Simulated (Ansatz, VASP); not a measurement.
BP in VASP and in Ansatz

The input INCAR:

```
SYSTEM = BP
ALGO = Normal ; EDIFF = 1E-6
ENCUT = 500 ; GGA = PS
GGA_COMPAT = .False. ; ISIF = 2
ISMEAR = 0 ; LASPH = .True.
LCHARG = .True. ; LELF = .True.
LREAL = .False. ; LVHAR = .True.
LWAVE = .False. ; NBANDS = 11
NELM = 120 ; PREC = Accurate
SIGMA = 0.01
```

KPOINTS

```
k-points
0
Gamma
  10 10 10
  0 0 0
```

The input POSCAR:

```
BP
1.0
    0.0000000000      2.1394742201      2.1394742201
    2.1394742201      0.0000000000      2.1394742201
    2.1394742201      2.1394742201      0.0000000000
B P
1 1
Direct
    0.0000000000      0.0000000000      0.0000000000
    0.2500000000      0.2500000000      0.2500000000
```

Input for Ansatz:

```yaml
crystal:
  lattice:
    - [0.0, 2.1394742201, 2.1394742201]
    - [2.1394742201, 0.0, 2.1394742201]
    - [2.1394742201, 2.1394742201, 0.0]
  atoms:
    - { symbol: B, position: [0.0, 0.0, 0.0] }
    - { symbol: P, position: [0.25, 0.25, 0.25] }
scf:
  occupations: { method: fixed }
output:
  forces: true
  stress: true
  eigenvalues: true
hamiltonian:
  xc: pbesol
basis:
  ecutwfc: 520
kpoints:
  mp_grid: { grid: [10, 10, 10] }
```

Alike in both runs: task single point; functional PBEsol; k mesh 10 × 10 × 10; no spin polarisation.

|  | VASP | Ansatz |
| --- | --- | --- |
| version | VASP 6.6.1 | Ansatz 0.2.0 |
| potentials or method | VASP PAW PBE potentials, release 64 (B, P), cutoff 500 eV | scalar-relativistic, plane waves, PAW |
| occupations | gaussian, width 0.01 eV | fixed |
| valence electrons in the cell | 8 | 8 |

```tsv
	VASP	Ansatz	Ansatz less VASP
gap on the k mesh at the Fermi level (eV)	0.86	0.86	+0.005
least direct gap on the mesh (eV)	3.70	3.71	+0.010
```

VASP's potentials were made for PBE, not for PBEsol.
